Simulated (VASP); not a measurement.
Input of a VASP 6.6.1 run:

Contents of INCAR:

```
ALGO = Normal
EDIFF = 1E-7
ENCUT = 520
GGA = PE
ISIF = 2
ISMEAR = 0
LASPH = T
LCHARG = T
LELF = T
LREAL = F
LVHAR = T
LWAVE = F
NBANDS = 18
NELM = 60
PREC = Accurate
SIGMA = 0.1
```

The input KPOINTS:

```
k-points
0
Gamma
  6 6 12
```

File POSCAR:

```
Li3S2
1.0
    7.7799858098      0.0000000000      0.0000000000
   -3.8899929049      6.7376653524      0.0000000000
    0.0000000000      0.0000000000      3.1183103031
Li S
3 2
Direct
    0.5000000000      0.0000000000      0.5000000000
    0.0000000000      0.5000000000      0.5000000000
    0.5000000000      0.5000000000      0.5000000000
    0.3333333333      0.6666666667      0.5000000000
    0.6666666667      0.3333333333      0.5000000000
```

Potentials or basis: VASP PAW PBE potentials, release 64 (Li_sv, S).

Run with:

```bash
$ cat potpaw_PBE.64/Li_sv/POTCAR potpaw_PBE.64/S/POTCAR > POTCAR
$ mpirun -np 1 vasp_std > vasp.out
```

Predict the band gap on the k mesh.

zero (an odd number of electrons rules out a gap without spin polarisation).
